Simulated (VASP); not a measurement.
Here is a VASP 6.6.1 calculation.

File INCAR:

```
SYSTEM = Si2Mo
PREC = Accurate ; ENCUT = 600
EDIFF = 1E-7 ; ISMEAR = 0
SIGMA = 0.1 ; LREAL = .False.
LASPH = .True. ; NELM = 100
ALGO = Normal ; ISIF = 3
LWAVE = .False. ; LCHARG = .False.
GGA = PS ; IBRION = 2
NSW = 70 ; EDIFFG = -0.008
PSTRESS = 50.0
```

Contents of KPOINTS:

```
regular mesh
0
Gamma
  18 18 18
  0 0 0
```

File POSCAR:

```
Si2Mo
1.0
   -1.5830146308      1.5830146308      3.8835397315
    1.5830146308     -1.5830146308      3.8835397315
    1.5830146308      1.5830146308     -3.8835397315
Si Mo
2 1
Direct
    0.3349247576      0.3349247576      0.0000000000
    0.6650752424      0.6650752424      0.0000000000
    0.0000000000      0.0000000000      0.0000000000
```

Potentials or basis: VASP PAW PBE potentials, release 64 (Si, Mo_sv).

Run with:

```console
$ cat potpaw_PBE.64/Si/POTCAR potpaw_PBE.64/Mo_sv/POTCAR > POTCAR
$ mpirun -np 1 vasp_std > vasp.out
```

(1) Predict the relaxed volume.

(2) Predict the relaxed cell.

(3) Estimate the band gap on the k mesh.

(4) Predict the space group after relaxing (to 0.1 Å).

Answers

(1) 13.00 Å³/atom.

(2) a = 4.487 Å, b = 4.487 Å, c = 4.487 Å, α = 138.67°, β = 138.67°, γ = 59.88°.

(3) zero (bands 11 and 12 overlap by 0.97 eV).

(4) I4/mmm (No. 139).

Caveat: the cell is relaxed towards a set pressure, so the run minimises the enthalpy, not the energy; the PAW data sets were made with another functional, which shifts forces and pressure a little.
